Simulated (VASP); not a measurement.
# CdS3 (Pm-3m) in VASP: further runs

CdS3 is run at these levels: PBE; tasks: single point, relaxation of cell and atoms.

All numbers are computed with VASP 6.6.1; they aren't measurements. Logs are shortened: lines on timing, memory, paths and dates and some standing lists are left out, and cuts for length are marked.

## Step 1: The cell of the first run

Symmetry: Pm-3m, No. 221, cubic system. Conventional cell: a = 4.208 Å, b = 4.208 Å, c = 4.208 Å, α = 90.00°, β = 90.00°, γ = 90.00°. Cd (site symmetry m-3m) has 12 S at 2.98 Å within 3.9 Å. S (site symmetry 4/mmm) has 4 Cd at 2.98 Å and 8 S at 2.98 Å within 3.9 Å.

## Step 2: Single point, PBE

INCAR

```
  PREC = Accurate
  ENCUT = 500
  EDIFF = 1E-6
  ISMEAR = 0
  SIGMA = 0.1
  LREAL = F
  LASPH = T
  NELM = 120
  ALGO = Normal
  ISIF = 2
  LWAVE = F
  LCHARG = F
  GGA = PE
  NBANDS = 23
  GGA_COMPAT = F
```

KPOINTS

```
Automatic mesh
0
Gamma
  4 4 4
```

POSCAR

```
CdS3
1.0
    4.2079179831      0.0000000000      0.0000000000
    0.0000000000      4.2079179831      0.0000000000
    0.0000000000      0.0000000000      4.2079179831
Cd S
1 3
Direct
    0.0000000000      0.0000000000      0.0000000000
    0.0000000000      0.5000000000      0.5000000000
    0.5000000000      0.0000000000      0.5000000000
    0.5000000000      0.5000000000      0.0000000000
```

Potentials or basis: VASP PAW PBE potentials, release 64 (Cd, S).

The run is started by

```console
$ cat potpaw_PBE.64/Cd/POTCAR potpaw_PBE.64/S/POTCAR > POTCAR
$ mpirun -np 1 vasp_std > vasp.out
```

OUTCAR:

```text
PREC = Accurate
   ENCUT = 500
   EDIFF = 1E-6
   ISMEAR = 0
   LREAL = F
   LASPH = T
   NELM = 120
   ISIF = 2
   GGA = PE

 ion  position               nearest neighbor table
   1  0.000  0.000  0.000-   2 2.98   3 2.98   4 2.98   2 2.98   3 2.98   2 2.98   4 2.98   2 2.98
                             3 2.98   4 2.98   3 2.98   4 2.98
   2  0.000  0.500  0.500-   1 2.98   1 2.98   1 2.98   1 2.98
   3  0.500  0.000  0.500-   1 2.98   1 2.98   1 2.98   1 2.98
   4  0.500  0.500  0.000-   1 2.98   1 2.98   1 2.98   1 2.98

  LATTYP: Found a simple cubic cell.
 ALAT       =     4.2079179831

  Lattice vectors:

 A1 = (   4.2079179831,   0.0000000000,   0.0000000000)
 A2 = (   0.0000000000,   4.2079179831,   0.0000000000)
 A3 = (   0.0000000000,   0.0000000000,   4.2079179831)

Analysis of symmetry for initial positions (statically):
=====================================================================
 Subroutine PRICEL returns:
 Original cell was already a primitive cell.

 Routine SETGRP: Setting up the symmetry group for a
 simple cubic supercell.

 Subroutine GETGRP returns: Found 48 space group operations
 (whereof 48 operations were pure point group operations)
 out of a pool of 48 trial point group operations.

The static configuration has the point symmetry O_h .

Analysis of symmetry for dynamics (positions and initial velocities):
=====================================================================
 Subroutine PRICEL returns:
 Original cell was already a primitive cell.

 Routine SETGRP: Setting up the symmetry group for a
 simple cubic supercell.

 Subroutine GETGRP returns: Found 48 space group operations
 (whereof 48 operations were pure point group operations)
 out of a pool of 48 trial point group operations.

The dynamic configuration has the point symmetry O_h .

 Subroutine INISYM returns: Found 48 space group operations
 (whereof 48 operations are pure point group operations),
 and found     1 'primitive' translations

----------------------------------------------------------------------------------------

                                     Primitive cell

  volume of cell :      74.5078

  direct lattice vectors                    reciprocal lattice vectors
[... 73 lines left out ...]
   LASPH  =      T    aspherical Exc in radial PAW
   ENCUT  =  500.0 eV  36.75 Ry    6.06 a.u.   7.67  7.67  7.67*2*pi/ulx,y,z
   NELM   =    120;   NELMIN=  2; NELMDL= -5     # of ELM steps
   EDIFF  = 0.1E-05   stopping-criterion for ELM
   LREAL  =      F    real-space projection
   EDIFFG = 0.1E-04   stopping-criterion for IOM
   NSW    =      0    number of steps for IOM
   IBRION =     -1    ionic relax: 0-MD 1-quasi-New 2-CG
   NFREE  =      0    steps in history (QN), initial steepest desc. (CG)
   ISIF   =      2    stress and relaxation
   ISYM   =      2    0-nonsym 1-usesym 2-fastsym
   POTIM  = 0.5000    time-step for ionic-motion
   TEBEG  =    0.0;   TEEND  =   0.0 temperature during run
   PSTRESS=    0.0 pullay stress
   NELECT =      30.0000    total number of electrons
   NUPDOWN=      -1.0000    fix difference up-down
   EMIN   =  10.00;   EMAX   =-10.00  energy-range for DOS
   EFERMI =   0.00;   METHOD = LEGACY
   ISMEAR =     0;   SIGMA  =   0.10  broadening in eV -4-tet -1-fermi 0-gaus
   EFERMI_NEDOS =   21; number of points for ismear=-14 and -15
   IALGO  =     38    algorithm
   IMIX   =      4    mixing-type and parameters
     AMIX     =   0.40;   BMIX     =  1.00
     AMIX_MAG =   1.60;   BMIX_MAG =  1.00
  volume/ion in A,a.u.               =      18.63       125.70
  Fermi-wavevector in a.u.,A,eV,Ry     =   1.208875  2.284442 19.883258  1.461378
  Thomas-Fermi vector in A             =   2.344469
   LORBIT       =      0    0 simple, 1 ext, 2 COOP (PROOUT), +10 PAW based schemes
   GGA     = PE    functional components
   LHFCALC =     F    Hartree Fock is set to
   AEXX    =    0.0000 exact exchange contribution
   IVDW    =     0    specifies the selected vdW correction
   LEPSILON=     F    determine dielectric tensor
   LRPA    =     F    only Hartree local field effects (RPA)
 non-spin polarized calculation
 Gauss-broadening in eV      SIGMA  =   0.10
  energy-cutoff  :      500.00
  volume of cell :       74.51
 maximum number of plane-waves:      1924
 NGX is ok and might be reduce to    32
   NGX = 15   NGY = 15   NGZ = 15

 number of electron      30.0000024 magnetization

 Free energy of the ion-electron system (eV)
  ---------------------------------------------------
  ext. energy  EPLUGINS =         0.00000000
  ---------------------------------------------------
  free energy    TOTEN  =       -10.11291683 eV

  energy without entropy =      -10.09402723  energy(sigma->0) =      -10.10347203

 E-fermi :   5.0338     XC(G=0): -10.7084

 val. band max:        4.8678481042   @ k =   0.2500   0.2500   0.2500
 cond. band min:       5.0350087884   @ k =   0.5000   0.2500   0.0000
 fundamental gap:      0.1671606842
 Fermi energy:         5.0337659180

 k-point     1 :       0.0000    0.0000    0.0000
  band No.  band energies     occupation
      1      -9.9137      2.00000
      2      -6.2413      2.00000
      3      -6.2413      2.00000
      4      -3.1955      2.00000
      5      -3.1955      2.00000
      6      -3.1955      2.00000
[... 249 lines left out ...]
     22      14.9312      0.00000
     23      14.9312      0.00000

------------------------ aborting loop because EDIFF is reached ----------------------------------------

  FORCE on cell =-STRESS in cart. coord.  units (eV):
  Direction    XX          YY          ZZ          XY          YZ          ZX
  --------------------------------------------------------------------------------------
  -------------------------------------------------------------------------------------
  Total        0.0717170      0.0717170      0.0717170     -0.0000000     -0.0000000     -0.0000000
  in kB        1.5421660      1.5421660      1.5421660     -0.0000000     -0.0000000     -0.0000000
  external PRESSURE =       1.5421660 kB  Pullay stress =       0.0000000 kB

 VOLUME and BASIS-vectors are now :
 -----------------------------------------------------------------------------
  energy-cutoff  :      500.00
  volume of cell :       74.51
      direct lattice vectors                 reciprocal lattice vectors
     4.207917983  0.000000000  0.000000000     0.237647217  0.000000000  0.000000000
     0.000000000  4.207917983  0.000000000     0.000000000  0.237647217  0.000000000
     0.000000000  0.000000000  4.207917983     0.000000000  0.000000000  0.237647217

 POSITION                                       TOTAL-FORCE (eV/Angst)
 -----------------------------------------------------------------------------------
      0.00000      0.00000      0.00000         0.000000      0.000000      0.000000
      0.00000      2.10396      2.10396         0.000000      0.000000      0.000000
      2.10396      0.00000      2.10396         0.000000      0.000000      0.000000
      2.10396      2.10396      0.00000         0.000000      0.000000      0.000000
 -----------------------------------------------------------------------------------
    total drift:                                0.000000     -0.000000     -0.000000

  FREE ENERGIE OF THE ION-ELECTRON SYSTEM (eV)
  ---------------------------------------------------
  free  energy   TOTEN  =       -10.1129168266 eV

  energy  without entropy=      -10.0940272290  energy(sigma->0) =      -10.10347203
```

OSZICAR:

```text
N       E                     dE             d eps       ncg     rms          rms(c)
DAV:   1     0.178029139532E+03    0.17803E+03   -0.14445E+04   460   0.118E+03
DAV:   2    -0.350268640490E+00   -0.17838E+03   -0.17022E+03   575   0.263E+02
DAV:   3    -0.104401052578E+02   -0.10090E+02   -0.98978E+01   593   0.630E+01
DAV:   4    -0.105449983103E+02   -0.10489E+00   -0.10486E+00   558   0.692E+00
DAV:   5    -0.105467260640E+02   -0.17278E-02   -0.17273E-02   586   0.860E-01    0.116E+01
DAV:   6    -0.101419864838E+02    0.40474E+00   -0.67979E-01   593   0.953E+00    0.797E+00
DAV:   7    -0.101149449481E+02    0.27042E-01   -0.13158E-01   558   0.248E+00    0.252E+00
DAV:   8    -0.101129335046E+02    0.20114E-02   -0.11608E-02   544   0.101E+00    0.263E-01
DAV:   9    -0.101128698367E+02    0.63668E-04   -0.56756E-04   565   0.195E-01    0.803E-02
DAV:  10    -0.101129056380E+02   -0.35801E-04   -0.82971E-05   537   0.580E-02    0.297E-02
DAV:  11    -0.101129172080E+02   -0.11570E-04   -0.14634E-05   565   0.375E-02    0.556E-03
DAV:  12    -0.101129168266E+02    0.38145E-06   -0.91850E-07   328   0.117E-02
   1 F= -.10112917E+02 E0= -.10103472E+02  d E =-.188896E-01
```

stdout:

```text
POSCAR found type information on POSCAR CdS
 POSCAR found :  2 types and       4 ions
 scaLAPACK will be used
 LDA part: xc-table for (Slater+PW92), standard interpolation
 POSCAR, INCAR and KPOINTS ok, starting setup
 FFT: planning ... GRIDC
 FFT: planning ... GRID_SOFT
 FFT: planning ... GRID
 WAVECAR not read
 entering main loop
```

It took 8.3 s on 1 thread of Intel Xeon 6975P-C, shared host; peak memory 0.18 GiB.

What came out:

```
Free energy            : -10.1129 eV
Pressure               : 0.2 GPa
Band gap on the k mesh : zero (band 15 reaches 6.15 eV, above the bottom of band 16 at 4.67 eV)
```

Levels at points of the mesh, in eV from the Fermi level:
| k point | band 11 | band 12 | band 13 | band 14 | band 15 | band 16 | band 17 | band 18 | band 19 | band 20 |
| --- | --- | --- | --- | --- | --- | --- | --- | --- | --- | --- |
| (0.00, 0.00, 0.00) | -5.02 | -1.09 | -1.09 | -1.09 | -0.90 | 0.77 | 0.77 | 0.77 | 6.60 | 6.60 |
| (0.50, 0.00, 0.00) | -3.52 | -2.74 | -2.74 | -1.85 | -1.66 | 0.46 | 0.46 | 3.41 | 3.82 | 6.63 |
| (0.50, 0.50, 0.00) | -2.73 | -2.73 | -2.34 | -1.86 | -1.86 | 1.09 | 1.19 | 2.41 | 3.92 | 7.28 |
| (0.50, 0.50, 0.50) | -5.61 | -5.61 | -1.81 | 1.12 | 1.12 | 1.12 | 1.22 | 1.22 | 9.33 | 9.33 |

Caveat: the k points lie up to 0.37 Å⁻¹ apart.

## Step 3: Single point, PBE

This run uses another cell than the first one, of 20.67 Å³/atom, 1.110 times its volume.

INCAR

```
SYSTEM = CdS3
ALGO = Normal
EDIFF = 1E-6
ENCUT = 500
GGA = PE
GGA_COMPAT = .False.
ISIF = 2
ISMEAR = 0
LASPH = .True.
LCHARG = .False.
LREAL = .False.
LWAVE = .False.
NBANDS = 23
NELM = 120
PREC = Accurate
SIGMA = 0.1
```

KPOINTS

```
k-points
0
Gamma
  4 4 4
  0 0 0
```

POSCAR

```
CdS3
1.0
    4.3563458400      0.0000000000      0.0000000000
    0.0000000000      4.3563458400      0.0000000000
    0.0000000000      0.0000000000      4.3563458400
Cd S
1 3
Direct
    0.0000000000      0.0000000000      0.0000000000
    0.0000000000      0.5000000000      0.5000000000
    0.5000000000      0.0000000000      0.5000000000
    0.5000000000      0.5000000000      0.0000000000
```

Potentials or basis: VASP PAW PBE potentials, release 64 (Cd, S).

The run is started by

```console
$ cat potpaw_PBE.64/Cd/POTCAR potpaw_PBE.64/S/POTCAR > POTCAR
$ mpirun -np 1 vasp_std > vasp.out
```

OUTCAR:

```text
SYSTEM = CdS3
   EDIFF = 1E-6
   ENCUT = 500
   GGA = PE
   ISIF = 2
   ISMEAR = 0
   LASPH = .True.
   LREAL = .False.
   NELM = 120
   PREC = Accurate

 ion  position               nearest neighbor table
   1  0.000  0.000  0.000-   2 3.08   3 3.08   4 3.08   2 3.08   3 3.08   2 3.08   4 3.08   2 3.08
                             3 3.08   4 3.08   3 3.08   4 3.08
   2  0.000  0.500  0.500-   1 3.08   1 3.08   1 3.08   1 3.08
   3  0.500  0.000  0.500-   1 3.08   1 3.08   1 3.08   1 3.08
   4  0.500  0.500  0.000-   1 3.08   1 3.08   1 3.08   1 3.08

  LATTYP: Found a simple cubic cell.
 ALAT       =     4.3563458400

  Lattice vectors:

 A1 = (   4.3563458400,   0.0000000000,   0.0000000000)
 A2 = (   0.0000000000,   4.3563458400,   0.0000000000)
 A3 = (   0.0000000000,   0.0000000000,   4.3563458400)

Analysis of symmetry for initial positions (statically):
=====================================================================
 Subroutine PRICEL returns:
 Original cell was already a primitive cell.

[... 155 lines left out ...]
  free energy    TOTEN  =        -9.96369794 eV

  energy without entropy =       -9.94102392  energy(sigma->0) =       -9.95236093

 E-fermi :   3.8404     XC(G=0): -10.2072

 val. band max:        3.7173025284   @ k =   0.2500   0.2500   0.2500
 cond. band min:       3.8480435757   @ k =   0.5000   0.2500   0.0000
 fundamental gap:      0.1307410473
 Fermi energy:         3.8403611307

 k-point     1 :       0.0000    0.0000    0.0000
  band No.  band energies     occupation
      1     -10.2802      2.00000
      2      -7.2589      2.00000
      3      -7.2589      2.00000
      4      -4.2085      2.00000
      5      -4.2085      2.00000
      6      -4.2085      2.00000
[... 249 lines left out ...]
     22      13.0014      0.00000
     23      13.0014      0.00000

------------------------ aborting loop because EDIFF is reached ----------------------------------------

  FORCE on cell =-STRESS in cart. coord.  units (eV):
  Direction    XX          YY          ZZ          XY          YZ          ZX
  --------------------------------------------------------------------------------------
  -------------------------------------------------------------------------------------
  Total       -2.8400891     -2.8400891     -2.8400891      0.0000000      0.0000000      0.0000000
  in kB      -55.0396282    -55.0396282    -55.0396282      0.0000000      0.0000000      0.0000000
  external PRESSURE =     -55.0396282 kB  Pullay stress =       0.0000000 kB

 VOLUME and BASIS-vectors are now :
 -----------------------------------------------------------------------------
  energy-cutoff  :      500.00
  volume of cell :       82.67
      direct lattice vectors                 reciprocal lattice vectors
     4.356345840  0.000000000  0.000000000     0.229550186  0.000000000  0.000000000
     0.000000000  4.356345840  0.000000000     0.000000000  0.229550186  0.000000000
     0.000000000  0.000000000  4.356345840     0.000000000  0.000000000  0.229550186

 POSITION                                       TOTAL-FORCE (eV/Angst)
 -----------------------------------------------------------------------------------
      0.00000      0.00000      0.00000         0.000000      0.000000      0.000000
      0.00000      2.17817      2.17817         0.000000      0.000000      0.000000
      2.17817      0.00000      2.17817         0.000000      0.000000      0.000000
      2.17817      2.17817      0.00000         0.000000      0.000000      0.000000
 -----------------------------------------------------------------------------------
    total drift:                                0.000000     -0.000000     -0.000000

  FREE ENERGIE OF THE ION-ELECTRON SYSTEM (eV)
  ---------------------------------------------------
  free  energy   TOTEN  =        -9.9636979401 eV

  energy  without entropy=       -9.9410239164  energy(sigma->0) =       -9.95236093
```

stdout:

```text
POSCAR found type information on POSCAR CdS
 POSCAR found :  2 types and       4 ions
 scaLAPACK will be used
 LDA part: xc-table for (Slater+PW92), standard interpolation
 POSCAR, INCAR and KPOINTS ok, starting setup
 FFT: planning ... GRIDC
 FFT: planning ... GRID_SOFT
 FFT: planning ... GRID
 WAVECAR not read
 entering main loop
```

It took 13 s on 1 thread of Intel Xeon 6975P-C, shared host; peak memory 0.18 GiB.

What came out:

```
Free energy            : -9.9637 eV
Pressure               : -5.5 GPa
Band gap on the k mesh : zero (band 15 reaches 4.79 eV, above the bottom of band 16 at 3.60 eV)
```

Levels at points of the mesh, in eV from the Fermi level:
| k point | band 13 | band 14 | band 15 | band 16 | band 17 | band 18 |
| --- | --- | --- | --- | --- | --- | --- |
| (0.00, 0.00, 0.00) | -0.92 | -0.92 | -0.81 | 0.68 | 0.68 | 0.68 |
| (0.50, 0.00, 0.00) | -2.31 | -1.60 | -1.45 | 0.40 | 0.40 | 2.98 |
| (0.50, 0.50, 0.00) | -1.94 | -1.63 | -1.63 | 0.95 | 1.00 | 2.13 |
| (0.50, 0.50, 0.50) | -1.50 | 0.95 | 0.95 | 0.95 | 1.04 | 1.04 |

Caveat: the k points lie up to 0.36 Å⁻¹ apart.

(Part 1 of 2 ends here.)
